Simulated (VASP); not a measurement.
GaPPt5, 7 atoms in the cell. It takes space group P4/mmm (No. 123, tetragonal). The conventional cell has a = 3.797 Å, b = 3.797 Å, c = 6.659 Å, α = 90.00°, β = 90.00°, γ = 90.00°. Within 3.5 Å of Ga (site symmetry 4/mmm) lie 12 Pt at 2.68 to 2.71 Å. P (site symmetry 4/mmm) has 8 Pt at 2.36 Å within 3.1 Å. Pt (site symmetry 2mm) has 2 P at 2.36 Å and 7 Pt at 2.68 to 2.80 Å and 2 Ga at 2.71 Å within 3.1 Å. Within 3.5 Å of Pt (site symmetry 4/mmm) lie 4 Ga at 2.68 Å and 8 Pt at 2.71 Å and 2 P at 3.33 Å. 

* Program: VASP 6.6.1
* Task: single point
* Functional: r2SCAN
* Potentials or basis: VASP PAW PBE potentials, release 64 (Ga_d, P, Pt)
* Cutoff: 520 eV
* k mesh: 10 × 10 × 6
* Occupations: gaussian, width 0.1 eV
* Spin: no spin polarisation
* Dipole correction: no
* Further INCAR settings: ALGO = Normal; EDIFF = 1e-06; NBANDS = 43

Potentials or basis: VASP PAW PBE potentials, release 64 (Ga_d, P, Pt).

Launch:

```console
$ cat potpaw_PBE.64/Ga_d/POTCAR potpaw_PBE.64/P/POTCAR potpaw_PBE.64/Pt/POTCAR > POTCAR
$ cp INCAR.step1 INCAR
$ mpirun -np 1 vasp_std > vasp.out
$ cp INCAR.step2 INCAR
$ mpirun -np 1 vasp_std > vasp.out
```

Hardware: 1 thread of Intel Xeon 8259CL, on a shared host.

Question: How long does it take, and how much memory?

Answer: Run time: 18 min on 1 thread of Intel Xeon 8259CL, with other jobs on the host, peak memory 0.41 GiB. Counts: k points 84.
